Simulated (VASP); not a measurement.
# TePt2 (Pn-3m) in VASP: notebook

The runs below take TePt2 through single point, relaxation of cell and atoms, with PBE.

All numbers are computed with VASP 6.6.1; they aren't measurements. Logs are shortened: lines on timing, memory, paths and dates and some standing lists are left out, and cuts for length are marked.

## Step 1: The cell of the first run

Symmetry: Pn-3m, No. 224, cubic system. Conventional cell: a = 5.230 Å, b = 5.230 Å, c = 5.230 Å, α = 90.00°, β = 90.00°, γ = 90.00°. Within 3.0 Å of Te (site symmetry -43m) lie 4 Pt at 2.26 Å. Within 3.0 Å of Pt (site symmetry -3m) lie 2 Te at 2.26 Å.

## Step 2: Single point, PBE

The input, INCAR:

```
SYSTEM = TePt2
PREC = Accurate
ENCUT = 500
EDIFF = 1E-6
ISMEAR = 0
SIGMA = 0.1
LREAL = .FALSE.
LASPH = .TRUE.
NELM = 120
ALGO = Normal
ISIF = 2
LWAVE = .FALSE.
LCHARG = .FALSE.
GGA = PE
NBANDS = 35
GGA_COMPAT = .FALSE.
```

The input, KPOINTS:

```
Automatic mesh
0
G
  4 4 4
  0 0 0
```

The input, POSCAR:

```
TePt2
1.0
    5.2298408288      0.0000000000      0.0000000000
    0.0000000000      5.2298408288      0.0000000000
    0.0000000000      0.0000000000      5.2298408288
Te Pt
2 4
Direct
    0.0000000000      0.0000000000      0.0000000000
    0.5000000000      0.5000000000      0.5000000000
    0.2500000000      0.2500000000      0.2500000000
    0.2500000000      0.7500000000      0.7500000000
    0.7500000000      0.7500000000      0.2500000000
    0.7500000000      0.2500000000      0.7500000000
```

Potentials or basis: VASP PAW PBE potentials, release 64 (Te, Pt).

On the command line:

```bash
cat potpaw_PBE.64/Te/POTCAR potpaw_PBE.64/Pt/POTCAR > POTCAR
mpirun -np 1 vasp_std > vasp.out
```

OUTCAR:

```text
SYSTEM = TePt2
   PREC = Accurate
   ENCUT = 500
   EDIFF = 1E-6
   ISMEAR = 0
   LREAL = .FALSE.
   LASPH = .TRUE.
   NELM = 120
   ISIF = 2
   GGA = PE

 ion  position               nearest neighbor table
   1  0.000  0.000  0.000-   3 2.26   4 2.26   5 2.26   6 2.26
   2  0.500  0.500  0.500-   3 2.26   4 2.26   5 2.26   6 2.26
   3  0.250  0.250  0.250-   1 2.26   2 2.26
   4  0.250  0.750  0.750-   1 2.26   2 2.26
   5  0.750  0.750  0.250-   1 2.26   2 2.26
   6  0.750  0.250  0.750-   1 2.26   2 2.26

  LATTYP: Found a simple cubic cell.
 ALAT       =     5.2298408288

  Lattice vectors:

 A1 = (   5.2298408288,   0.0000000000,   0.0000000000)
 A2 = (   0.0000000000,   5.2298408288,   0.0000000000)
 A3 = (   0.0000000000,   0.0000000000,   5.2298408288)

Analysis of symmetry for initial positions (statically):
=====================================================================
 Subroutine PRICEL returns:
 Original cell was already a primitive cell.

 Routine SETGRP: Setting up the symmetry group for a
 simple cubic supercell.

 Subroutine GETGRP returns: Found 48 space group operations
 (whereof 24 operations were pure point group operations)
 out of a pool of 48 trial point group operations.

The static configuration has the point symmetry T_d .
 The point group associated with its full space group is O_h .

Analysis of symmetry for dynamics (positions and initial velocities):
=====================================================================
 Subroutine PRICEL returns:
 Original cell was already a primitive cell.

 Routine SETGRP: Setting up the symmetry group for a
 simple cubic supercell.

 Subroutine GETGRP returns: Found 48 space group operations
 (whereof 24 operations were pure point group operations)
 out of a pool of 48 trial point group operations.

The dynamic configuration has the point symmetry T_d .
 The point group associated with its full space group is O_h .

 Subroutine INISYM returns: Found 48 space group operations
 (whereof 24 operations are pure point group operations),
 and found     1 'primitive' translations

----------------------------------------------------------------------------------------

                                     Primitive cell

  volume of cell :     143.0426

  direct lattice vectors                    reciprocal lattice vectors
[... 80 lines left out ...]
   EDIFF  = 0.1E-05   stopping-criterion for ELM
   LREAL  =      F    real-space projection
   EDIFFG = 0.1E-04   stopping-criterion for IOM
   NSW    =      0    number of steps for IOM
   IBRION =     -1    ionic relax: 0-MD 1-quasi-New 2-CG
   NFREE  =      0    steps in history (QN), initial steepest desc. (CG)
   ISIF   =      2    stress and relaxation
   ISYM   =      2    0-nonsym 1-usesym 2-fastsym
   POTIM  = 0.5000    time-step for ionic-motion
   TEBEG  =    0.0;   TEEND  =   0.0 temperature during run
   PSTRESS=    0.0 pullay stress
   NELECT =      52.0000    total number of electrons
   NUPDOWN=      -1.0000    fix difference up-down
   EMIN   =  10.00;   EMAX   =-10.00  energy-range for DOS
   EFERMI =   0.00;   METHOD = LEGACY
   ISMEAR =     0;   SIGMA  =   0.10  broadening in eV -4-tet -1-fermi 0-gaus
   EFERMI_NEDOS =   21; number of points for ismear=-14 and -15
   IALGO  =     38    algorithm
   IMIX   =      4    mixing-type and parameters
     AMIX     =   0.40;   BMIX     =  1.00
     AMIX_MAG =   1.60;   BMIX_MAG =  1.00
  volume/ion in A,a.u.               =      23.84       160.88
  Fermi-wavevector in a.u.,A,eV,Ry     =   1.168389  2.207935 18.573761  1.365133
  Thomas-Fermi vector in A             =   2.304876
   LORBIT       =      0    0 simple, 1 ext, 2 COOP (PROOUT), +10 PAW based schemes
   GGA     = PE    functional components
   LHFCALC =     F    Hartree Fock is set to
   AEXX    =    0.0000 exact exchange contribution
   IVDW    =     0    specifies the selected vdW correction
   LEPSILON=     F    determine dielectric tensor
   LRPA    =     F    only Hartree local field effects (RPA)
 non-spin polarized calculation
 Gauss-broadening in eV      SIGMA  =   0.10
  energy-cutoff  :      500.00
  volume of cell :      143.04
 maximum number of plane-waves:      3695
 NGX is ok and might be reduce to    40
   NGX = 19   NGY = 19   NGZ = 19

 number of electron      52.0000008 magnetization

 Free energy of the ion-electron system (eV)
  ---------------------------------------------------
  ext. energy  EPLUGINS =         0.00000000
  ---------------------------------------------------
  free energy    TOTEN  =       -20.82722788 eV

  energy without entropy =      -20.77550134  energy(sigma->0) =      -20.80136461

 E-fermi :   6.2545     XC(G=0): -10.4084

 val. band max:        6.2222014749   @ k =   0.5000   0.2500   0.0000
 cond. band min:       6.2549902447   @ k =   0.5000   0.5000   0.0000
 fundamental gap:      0.0327887698
 Fermi energy:         6.2544703343

 k-point     1 :       0.0000    0.0000    0.0000
  band No.  band energies     occupation
      1      -7.9339      2.00000
      2      -5.3463      2.00000
      3      -1.0786      2.00000
      4      -1.0786      2.00000
      5      -1.0786      2.00000
      6       2.2361      2.00000
[... 369 lines left out ...]
     34      13.8742      0.00000
     35      14.6809      0.00000

------------------------ aborting loop because EDIFF is reached ----------------------------------------

  FORCE on cell =-STRESS in cart. coord.  units (eV):
  Direction    XX          YY          ZZ          XY          YZ          ZX
  --------------------------------------------------------------------------------------
  -------------------------------------------------------------------------------------
  Total       32.0051688     32.0051688     32.0051688      0.0000000      0.0000000      0.0000000
  in kB      358.4802972    358.4802972    358.4802972      0.0000000      0.0000000      0.0000000
  external PRESSURE =     358.4802972 kB  Pullay stress =       0.0000000 kB

 VOLUME and BASIS-vectors are now :
 -----------------------------------------------------------------------------
  energy-cutoff  :      500.00
  volume of cell :      143.04
      direct lattice vectors                 reciprocal lattice vectors
     5.229840829  0.000000000  0.000000000     0.191210408  0.000000000  0.000000000
     0.000000000  5.229840829  0.000000000     0.000000000  0.191210408  0.000000000
     0.000000000  0.000000000  5.229840829     0.000000000  0.000000000  0.191210408

 POSITION                                       TOTAL-FORCE (eV/Angst)
 -----------------------------------------------------------------------------------
      0.00000      0.00000      0.00000        -0.000000      0.000000      0.000000
      2.61492      2.61492      2.61492        -0.000000      0.000000      0.000000
      1.30746      1.30746      1.30746         0.000000     -0.000000     -0.000000
      1.30746      3.92238      3.92238        -0.000000      0.000000     -0.000000
      3.92238      3.92238      1.30746         0.000000     -0.000000      0.000000
      3.92238      1.30746      3.92238        -0.000000     -0.000000     -0.000000
 -----------------------------------------------------------------------------------
    total drift:                                0.000000     -0.000000     -0.000000

  FREE ENERGIE OF THE ION-ELECTRON SYSTEM (eV)
  ---------------------------------------------------
  free  energy   TOTEN  =       -20.8272278850 eV

  energy  without entropy=      -20.7755013401  energy(sigma->0) =      -20.80136461
```

stdout:

```text
POSCAR found type information on POSCAR TePt
 POSCAR found :  2 types and       6 ions
 scaLAPACK will be used
 LDA part: xc-table for (Slater+PW92), standard interpolation
 POSCAR, INCAR and KPOINTS ok, starting setup
 FFT: planning ... GRIDC
 FFT: planning ... GRID_SOFT
 FFT: planning ... GRID
 WAVECAR not read
 entering main loop
```

Run time: 63 s. Hardware: 1 thread of Intel Xeon 8259CL, shared host; peak memory 0.25 GiB.

Results:

* Free energy: -20.8272 eV
* Pressure: 35.8 GPa
* Band gap on the k mesh: zero (bands 26 and 27 overlap by 0.76 eV)

Caveat: the cell stands under pressure; spin-orbit coupling is left out, which moves the levels of the heavy elements.

## Step 3: Single point, PBE

This run uses another cell than the first one, of 31.86 Å³/atom.

The input, INCAR:

```
PREC = Accurate
ENCUT = 500
EDIFF = 1E-6
ISMEAR = 0
SIGMA = 0.1
LREAL = F
LASPH = T
NELM = 120
ALGO = Normal
ISIF = 2
LWAVE = F
LCHARG = T
GGA = PE
LELF = T
LVHAR = T
NBANDS = 35
GGA_COMPAT = F
```

The input, KPOINTS:

```
Automatic mesh
0
Gamma
  4 4 4
```

POSCAR: that of step 2 with these lines changed.

```diff
@@ -2,5 +2,5 @@
 1.0
-    5.2298408288      0.0000000000      0.0000000000
-    0.0000000000      5.2298408288      0.0000000000
-    0.0000000000      0.0000000000      5.2298408288
+    5.7603127825      0.0000000000      0.0000000000
+    0.0000000000      5.7603127825      0.0000000000
+    0.0000000000      0.0000000000      5.7603127825
 Te Pt
```

Potentials or basis: VASP PAW PBE potentials, release 64 (Te, Pt).

On the command line:

```bash
cat potpaw_PBE.64/Te/POTCAR potpaw_PBE.64/Pt/POTCAR > POTCAR
mpirun -np 1 vasp_std > vasp.out
```

Run time: 87 s. Hardware: 1 thread of Intel Xeon 8259CL, shared host; peak memory 0.28 GiB.

The run converged. Its results:

| Item | Value |
| --- | --- |
| Free energy | -24.8927 eV |
| Pressure | -0.1 GPa |
| Band gap on the k mesh | zero (bands 26 and 27 overlap by 0.48 eV) |

Levels at points of the mesh, in eV from the Fermi level:
| k point | band 23 | band 24 | band 25 | band 26 | band 27 | band 28 | band 29 | band 30 |
| --- | --- | --- | --- | --- | --- | --- | --- | --- |
| (0.00, 0.00, 0.00) | -0.41 | -0.41 | -0.41 | 0.34 | 0.34 | 0.34 | 2.20 | 2.20 |
| (0.50, 0.00, 0.00) | -0.57 | -0.57 | 0.06 | 0.06 | 0.20 | 0.20 | 4.05 | 4.05 |
| (0.50, 0.50, 0.00) | -0.68 | -0.68 | 0.00 | 0.00 | 0.22 | 0.22 | 2.81 | 2.81 |
| (0.50, 0.50, 0.50) | -0.46 | -0.46 | -0.34 | -0.03 | -0.03 | -0.03 | 3.98 | 3.98 |

Caveat: spin-orbit coupling is left out, which moves the levels of the heavy elements.

(Part 1 of 3 ends here.)

The gap in the log of VASP goes by the Fermi energy; the results here count the filled bands.